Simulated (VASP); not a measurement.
# Si (P1) in VASP: single point with PBE

Aim: the single point of Si with PBE.

Program: VASP 6.6.1. These are calculated values, not measurements. Logs are shortened: lines on timing, memory, paths and dates and some standing lists are left out, and cuts for length are marked.

## Step 1: The cell of the first run

The typed cell holds 8 atoms: a = 5.431 Å, b = 5.431 Å, c = 5.431 Å, α = 90.00°, β = 90.00°, γ = 90.00°.

## Step 2: Single point, PBE

File INCAR:

```
SYSTEM = Si
  ALGO = Normal
  EDIFF = 1E-6
  ENCUT = 500
  GGA = PE
  GGA_COMPAT = .FALSE.
  ISIF = 2
  ISMEAR = 0
  LASPH = .TRUE.
  LCHARG = .FALSE.
  LREAL = .FALSE.
  LWAVE = .FALSE.
  NBANDS = 26
  NELM = 120
  PREC = Accurate
  SIGMA = 0.01
```

File KPOINTS:

```
Automatic mesh
0
Gamma
  1 1 1
  0.5 0.5 0.5
```

File POSCAR:

```
Si
1.0
    5.4310000000      0.0000000000      0.0000000000
    0.0000000000      5.4310000000      0.0000000000
    0.0000000000      0.0000000000      5.4310000000
Si
8
Direct
    0.0042100000      0.0049500000      0.0032500000
   -0.0037800000      0.4950000000      0.4962500000
    0.5032800000      0.0049500000      0.5041800000
    0.4972800000      0.4951900000     -0.0045300000
    0.2521000000      0.2545600000      0.2547800000
    0.2485600000      0.7457700000      0.7450600000
    0.7507500000      0.2538100000      0.7550000000
    0.7499600000      0.7466800000      0.2450400000
```

Potentials or basis: VASP PAW PBE potentials, release 64 (Si).

On the command line:

```console
$ cat potpaw_PBE.64/Si/POTCAR > POTCAR
$ mpirun -np 1 vasp_std > vasp.out
```

OUTCAR:

```text
SYSTEM = Si
   EDIFF = 1E-6
   ENCUT = 500
   GGA = PE
   ISIF = 2
   ISMEAR = 0
   LASPH = .TRUE.
   LREAL = .FALSE.
   NELM = 120
   PREC = Accurate

 ion  position               nearest neighbor table
   1  0.004  0.005  0.003-   5 2.35   7 2.35   8 2.37   6 2.39
   2  0.996  0.495  0.496-   5 2.31   7 2.34   8 2.35   6 2.36
   3  0.503  0.005  0.504-   7 2.34   5 2.35   6 2.37   8 2.40
   4  0.497  0.495  0.995-   7 2.31   5 2.34   6 2.35   8 2.36
   5  0.252  0.255  0.255-   2 2.31   4 2.34   1 2.35   3 2.35
   6  0.249  0.746  0.745-   4 2.35   2 2.36   3 2.37   1 2.39
   7  0.751  0.254  0.755-   4 2.31   2 2.34   3 2.34   1 2.35
   8  0.750  0.747  0.245-   2 2.35   4 2.36   1 2.37   3 2.40

  LATTYP: Found a simple cubic cell.
 ALAT       =     5.4310000000

  Lattice vectors:

 A1 = (   5.4310000000,   0.0000000000,   0.0000000000)
 A2 = (   0.0000000000,   5.4310000000,   0.0000000000)
 A3 = (   0.0000000000,   0.0000000000,   5.4310000000)

Analysis of symmetry for initial positions (statically):
=====================================================================
 Subroutine PRICEL returns:
 Original cell was already a primitive cell.

 Routine SETGRP: Setting up the symmetry group for a
 simple cubic supercell.

 Subroutine GETGRP returns: Found  1 space group operations
 (whereof  1 operations were pure point group operations)
 out of a pool of 48 trial point group operations.

The static configuration has the point symmetry C_1 .

Analysis of symmetry for dynamics (positions and initial velocities):
=====================================================================
 Subroutine PRICEL returns:
 Original cell was already a primitive cell.

 Routine SETGRP: Setting up the symmetry group for a
 simple cubic supercell.

 Subroutine GETGRP returns: Found  1 space group operations
 (whereof  1 operations were pure point group operations)
 out of a pool of 48 trial point group operations.

The dynamic configuration has the point symmetry C_1 .

 Subroutine INISYM returns: Found  1 space group operations
 (whereof  1 operations are pure point group operations),
 and found     1 'primitive' translations

----------------------------------------------------------------------------------------

                                     Primitive cell

  volume of cell :     160.1915

  direct lattice vectors                    reciprocal lattice vectors
     5.431000000  0.000000000  0.000000000     0.184128153  0.000000000  0.000000000
     0.000000000  5.431000000  0.000000000     0.000000000  0.184128153  0.000000000
     0.000000000  0.000000000  5.431000000     0.000000000  0.000000000  0.184128153

  length of vectors
     5.431000000  5.431000000  5.431000000     0.184128153  0.184128153  0.184128153

  position of ions in fractional coordinates (direct lattice)
     0.004210000  0.004950000  0.003250000
     0.996220000  0.495000000  0.496250000
     0.503280000  0.004950000  0.504180000
     0.497280000  0.495190000  0.995470000
     0.252100000  0.254560000  0.254780000
     0.248560000  0.745770000  0.745060000
     0.750750000  0.253810000  0.755000000
     0.749960000  0.746680000  0.245040000

  ion indices of the primitive-cell ions
   primitive index   ion index
                 1           1
                 2           2
                 3           3
                 4           4
                 5           5
                 6           6
                 7           7
                 8           8

----------------------------------------------------------------------------------------

 KPOINTS: Automatic mesh

Automatic generation of k-mesh.
 Grid dimensions read from file:
 generate k-points for:    1    1    1

 Generating k-lattice:

  Cartesian coordinates                     Fractional coordinates (reciprocal lattice)
     0.184128153  0.000000000  0.000000000     1.000000000  0.000000000  0.000000000
     0.000000000  0.184128153  0.000000000     0.000000000  1.000000000  0.000000000
     0.000000000  0.000000000  0.184128153     0.000000000  0.000000000  1.000000000

  Length of vectors
     0.184128153  0.184128153  0.184128153

  Shift w.r.t. Gamma in fractional coordinates (k-lattice)
     0.500000000  0.500000000  0.500000000

 Subroutine IBZKPT returns following result:
 ===========================================

 Found      1 irreducible k-points:

 Following reciprocal coordinates:
            Coordinates               Weight
  0.500000  0.500000  0.500000      1.000000
   k-points           NKPTS =      1   k-points in BZ     NKDIM =      1   number of bands    NBANDS=     26
   number of dos      NEDOS =    301   number of ions     NIONS =      8
   total plane-waves  NPLWV =  64000
   dimension x,y,z NGX =    40 NGY =   40 NGZ =   40
   dimension x,y,z NGXF=    80 NGYF=   80 NGZF=   80
   ions per type =               8
   NGX,Y,Z   is equivalent  to a cutoff of  12.24, 12.24, 12.24 a.u.
   NGXF,Y,Z  is equivalent  to a cutoff of  24.49, 24.49, 24.49 a.u.
 SYSTEM =  Si
   PREC   = accura    normal or accurate (medium, high low for compatibility)
   ISTART =      0    job   : 0-new  1-cont  2-samecut
   ICHARG =      2    charge: 1-file 2-atom 10-const
   ISPIN  =      1    spin polarized calculation?
   LNONCOLLINEAR =      F non collinear calculations
   LSORBIT =      F    spin-orbit coupling
   LASPH  =      T    aspherical Exc in radial PAW
   ENCUT  =  500.0 eV  36.75 Ry    6.06 a.u.   9.90  9.90  9.90*2*pi/ulx,y,z
   NELM   =    120;   NELMIN=  2; NELMDL= -5     # of ELM steps
   EDIFF  = 0.1E-05   stopping-criterion for ELM
   LREAL  =      F    real-space projection
   EDIFFG = 0.1E-04   stopping-criterion for IOM
   NSW    =      0    number of steps for IOM
   IBRION =     -1    ionic relax: 0-MD 1-quasi-New 2-CG
   NFREE  =      0    steps in history (QN), initial steepest desc. (CG)
   ISIF   =      2    stress and relaxation
   ISYM   =      2    0-nonsym 1-usesym 2-fastsym
   POTIM  = 0.5000    time-step for ionic-motion
   TEBEG  =    0.0;   TEEND  =   0.0 temperature during run
   PSTRESS=    0.0 pullay stress
   NELECT =      32.0000    total number of electrons
   NUPDOWN=      -1.0000    fix difference up-down
   EMIN   =  10.00;   EMAX   =-10.00  energy-range for DOS
   EFERMI =   0.00;   METHOD = LEGACY
   ISMEAR =     0;   SIGMA  =   0.01  broadening in eV -4-tet -1-fermi 0-gaus
   EFERMI_NEDOS =   21; number of points for ismear=-14 and -15
   IALGO  =     38    algorithm
   IMIX   =      4    mixing-type and parameters
     AMIX     =   0.40;   BMIX     =  1.00
     AMIX_MAG =   1.60;   BMIX_MAG =  1.00
  volume/ion in A,a.u.               =      20.02       135.13
  Fermi-wavevector in a.u.,A,eV,Ry     =   0.956999  1.808467 12.460868  0.915848
  Thomas-Fermi vector in A             =   2.085978
   LORBIT       =      0    0 simple, 1 ext, 2 COOP (PROOUT), +10 PAW based schemes
   GGA     = PE    functional components
   LHFCALC =     F    Hartree Fock is set to
   AEXX    =    0.0000 exact exchange contribution
   IVDW    =     0    specifies the selected vdW correction
   LEPSILON=     F    determine dielectric tensor
   LRPA    =     F    only Hartree local field effects (RPA)
 non-spin polarized calculation
 Gauss-broadening in eV      SIGMA  =   0.01
  energy-cutoff  :      500.00
  volume of cell :      160.19
 maximum number of plane-waves:      4032
 NGX is ok and might be reduce to    40
   NGX = 19   NGY = 19   NGZ = 19

 number of electron      31.9999999 magnetization

 Free energy of the ion-electron system (eV)
  ---------------------------------------------------
  ext. energy  EPLUGINS =         0.00000000
  ---------------------------------------------------
  free energy    TOTEN  =       -33.12767132 eV

  energy without entropy =      -33.12767132  energy(sigma->0) =      -33.12767132

 E-fermi :   5.1324     XC(G=0):  -9.2500

 val. band max:        5.0660358970   @ k =   0.5000   0.5000   0.5000
 cond. band min:       7.5691638324   @ k =   0.5000   0.5000   0.5000
 fundamental gap:      2.5031279354
 Fermi energy:         5.1323523028

 k-point     1 :       0.5000    0.5000    0.5000
  band No.  band energies     occupation
      1      -3.6799      2.00000
      2      -3.5742      2.00000
      3      -3.5474      2.00000
      4      -3.4346      2.00000
      5      -1.0128      2.00000
      6      -0.9367      2.00000
[... 18 lines left out ...]
     25       9.3318      0.00000
     26       9.3383      0.00000

------------------------ aborting loop because EDIFF is reached ----------------------------------------

  FORCE on cell =-STRESS in cart. coord.  units (eV):
  Direction    XX          YY          ZZ          XY          YZ          ZX
  --------------------------------------------------------------------------------------
  -------------------------------------------------------------------------------------
  Total        8.7226255      8.6146221      8.7229349     -0.1340530      0.0242442     -0.1147834
  in kB       87.2405511     86.1603399     87.2436461     -1.3407501      0.2424814     -1.1480220
  external PRESSURE =      86.8815124 kB  Pullay stress =       0.0000000 kB

 VOLUME and BASIS-vectors are now :
 -----------------------------------------------------------------------------
  energy-cutoff  :      500.00
  volume of cell :      160.19
      direct lattice vectors                 reciprocal lattice vectors
     5.431000000  0.000000000  0.000000000     0.184128153  0.000000000  0.000000000
     0.000000000  5.431000000  0.000000000     0.000000000  0.184128153  0.000000000
     0.000000000  0.000000000  5.431000000     0.000000000  0.000000000  0.184128153

 POSITION                                       TOTAL-FORCE (eV/Angst)
 -----------------------------------------------------------------------------------
      0.02286      0.02688      0.01765        -0.065155     -0.466316     -0.130338
      5.41047      2.68834      2.69513         0.049993      0.505357      0.177677
      2.73331      0.02688      2.73820        -0.045814     -0.503184     -0.215802
      2.70073      2.68938      5.40640         0.004162      0.550675      0.268970
      1.36916      1.38252      1.38371         0.040790     -0.433889     -0.191738
      1.34993      4.05028      4.04642        -0.017387      0.400457      0.148887
      4.07732      1.37844      4.10041         0.125252     -0.428402     -0.212142
      4.07303      4.05522      1.33081        -0.091840      0.375302      0.154485
 -----------------------------------------------------------------------------------
    total drift:                               -0.000048      0.000008      0.000014

  FREE ENERGIE OF THE ION-ELECTRON SYSTEM (eV)
  ---------------------------------------------------
  free  energy   TOTEN  =       -33.1276713151 eV

  energy  without entropy=      -33.1276713151  energy(sigma->0) =      -33.12767132
```

Wall time 14 s (1 thread of AMD EPYC 7R13, shared host); peak memory 0.18 GiB.

What came out:

* Free energy: -33.1277 eV
* Pressure: 8.7 GPa
* Largest force: 0.613 eV/Å
* Band gap on the k mesh: 2.50 eV

Forces in eV/Å, atoms in the order of the input:
```
Si  -0.065 -0.466 -0.130
Si   0.050  0.505  0.178
Si  -0.046 -0.503 -0.216
Si   0.004  0.551  0.269
Si   0.041 -0.434 -0.192
Si  -0.017  0.400  0.149
Si   0.125 -0.428 -0.212
Si  -0.092  0.375  0.154
```

Stress tensor (GPa, compression positive):
```
 8.72 -0.13 -0.11
-0.13  8.62  0.02
-0.11  0.02  8.72
```

Levels at points of the mesh, in eV from the valence-band top:
```csv
k point,band 13,band 14,band 15,band 16,band 17,band 18,band 19,band 20
"(0.50, 0.50, 0.50)",-0.18,-0.16,-0.16,0.00,2.50,2.52,2.53,2.53
```

Caveat: the k points lie up to 1.16 Å⁻¹ apart.
